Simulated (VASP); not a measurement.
**Ir: single point with LDA**

Crystal: Ir.

```
Ir
1.0
     0.00000   -1.90541   -1.90541
     0.00000    1.90541   -1.90541
     3.81081    0.00000    0.00000
Ir
2
Direct
  0.50504 0.49496 0.48315
  0.99496 0.00504 0.01685
```

This cell differs from its parent crystal: atoms displaced along several vibrational modes.

```json
{
  "Program": "VASP 6.6.1",
  "Task": "single point",
  "Functional": "LDA",
  "Potentials or basis": "VASP PAW LDA potentials, release 64 (Ir)",
  "Cutoff": "520 eV",
  "k mesh": "16 × 16 × 12",
  "Occupations": "gaussian, width 0.15 eV",
  "Spin": "no spin polarisation"
}
```

* Pressure: 6.5 GPa
* Largest force: 1.894 eV/Å
* Band gap on the k mesh: zero (bands 9 and 10 overlap by 3.03 eV)

Forces in eV/Å, atoms in the order of the input:
```
Ir   1.862  0.348  0.000
Ir  -1.862 -0.348  0.000
```

Stress tensor (GPa, compression positive):
```
7.25 1.84 0.00
1.84 6.30 0.00
0.00 0.00 5.95
```

Levels at points of the mesh, in eV from the Fermi level:
| k point | band 7 | band 8 | band 9 | band 10 | band 11 | band 12 |
| --- | --- | --- | --- | --- | --- | --- |
| (0.00, 0.00, 0.00) | -1.36 | -1.35 | 0.92 | 1.47 | 1.49 | 1.96 |
| (0.50, 0.00, 0.00) | -2.89 | -2.87 | -1.27 | -1.05 | 2.84 | 3.03 |
| (0.50, 0.50, 0.00) | 1.42 | 1.43 | 1.47 | 1.48 | 1.73 | 1.79 |
| (0.00, 0.00, 0.50) | -2.45 | -2.28 | -1.55 | -1.55 | -0.70 | 0.11 |
| (0.50, 0.00, 0.50) | -0.86 | -0.81 | 0.85 | 0.93 | 0.96 | 0.97 |
| (0.50, 0.50, 0.50) | -1.80 | -1.79 | 1.48 | 1.49 | 8.18 | 8.30 |

Run time: 3.8 min on 1 thread of Intel(R) Xeon(R) 6975P-C (Granite Rapids), with other jobs on the host, peak memory 0.4 GiB.

Caveat: the cell differs from its parent crystal (atoms displaced along several vibrational modes); the cell stands under pressure; spin-orbit coupling is left out, which moves the levels of the heavy elements; forces of over 1 eV/Å act on the atoms, so gaps and moduli don't describe the material at rest.
